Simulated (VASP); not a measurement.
Input of a VASP 6.6.1 run:

The input INCAR:

```
ALGO = Normal
EDIFF = 1E-7
ENCUT = 520
GGA = PE
GGA_COMPAT = F
ISIF = 2
ISMEAR = -1
LASPH = T
LCHARG = T
LMAXMIX = 4
LNONCOLLINEAR = T
LORBIT = 11
LORBMOM = T
LREAL = F
LSORBIT = T
LVHAR = T
LWAVE = F
MAGMOM = 0 0 0 0 0 0 0 0 0
NBANDS = 35
NELM = 150
PREC = Accurate
SIGMA = 0.02
```

Contents of KPOINTS:

```
k-points
0
Gamma
  9 9 9
```

POSCAR

```
HfO2
1.0
    0.0000000000      2.5488082158      2.5488082158
    2.5488082158      0.0000000000      2.5488082158
    2.5488082158      2.5488082158      0.0000000000
Hf O
1 2
Direct
    0.0000000000      0.0000000000      0.0000000000
    0.2500000000      0.2500000000      0.2500000000
    0.7500000000      0.7500000000      0.7500000000
```

Potentials or basis: VASP PAW PBE potentials, release 64 (Hf_pv, O).

Command:

```console
$ cat potpaw_PBE.64/Hf_pv/POTCAR potpaw_PBE.64/O/POTCAR > POTCAR
$ mpirun -np 1 vasp_ncl > vasp.out
```

**Question.** Predict the net moment.

**Answer.** 0.00 μB per cell.

**Question.** Predict the pressure.

**Answer.** -3.5 GPa.

Moments on the atoms (μB; x, y, z):
```
Hf  0.00 0.00 0.00
O   0.00 0.00 0.00
O   0.00 0.00 0.00
```
